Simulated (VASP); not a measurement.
Wanted: the native input for a VASP 6.6.1 run.

| Quantity | Value |
| --- | --- |
| Task | single point |
| Functional | PBE |
| Potentials or basis | VASP PAW PBE potentials, release 64 (Sr_sv, Co) |
| Cutoff | 520 eV |
| k mesh | 8 × 8 × 8 |
| Occupations | tetrahedron |
| Spin | collinear spin, ferromagnetic start |
| Starting moments | [0.0, 1.5, 1.5, 1.5] μB |
| Dipole correction | no |
| Further INCAR settings | ALGO = Normal; EDIFF = 1e-07; NBANDS = 30 |

The structure of SrCo3 lies in POSCAR:

```
SrCo3
1.0
    4.0068273888      0.0000000000      0.0000000000
    0.0000000000      4.0068273888      0.0000000000
    0.0000000000      0.0000000000      4.0068273888
Sr Co
1 3
Direct
    0.0000000000      0.0000000000      0.0000000000
    0.0000000000      0.5000000000      0.5000000000
    0.5000000000      0.5000000000      0.0000000000
    0.5000000000      0.0000000000      0.5000000000
```

These files were run (other wordings do the same):

INCAR

```
  PREC = Accurate
  ENCUT = 520
  EDIFF = 1E-7
  ISMEAR = -5
  SIGMA = 0.1
  LREAL = False
  LASPH = True
  NELM = 150
  ALGO = Normal
  ISIF = 2
  LWAVE = False
  LCHARG = True
  ISPIN = 2
  MAGMOM = 0 1.5 1.5 1.5
  LORBIT = 11
  LMAXMIX = 4
  GGA = PE
  LELF = True
  LVHAR = True
  NBANDS = 30
```

KPOINTS

```
Automatic mesh
0
Gamma
  8 8 8
```

Potentials or basis: VASP PAW PBE potentials, release 64 (Sr_sv, Co).

Run with:

```sh
$ cat potpaw_PBE.64/Sr_sv/POTCAR potpaw_PBE.64/Co/POTCAR > POTCAR
$ mpirun -np 1 vasp_std > vasp.out
```

It gave:

| Property | Result |
| --- | --- |
| Pressure | 0.6 GPa |
| Net moment | 4.23 μB per cell |
| Site moments | Sr -0.11; Co +1.51 μB |
| Valence electrons inside the program's atomic spheres | Sr 8.33; Co 7.97 |

Caveat: tetrahedron occupations give inexact forces and stress in metals.

Run time: 75 s on 1 thread of AMD EPYC 9R45 96-Core Processor (Zen 5), with other jobs on the host, peak memory 0.23 GiB.
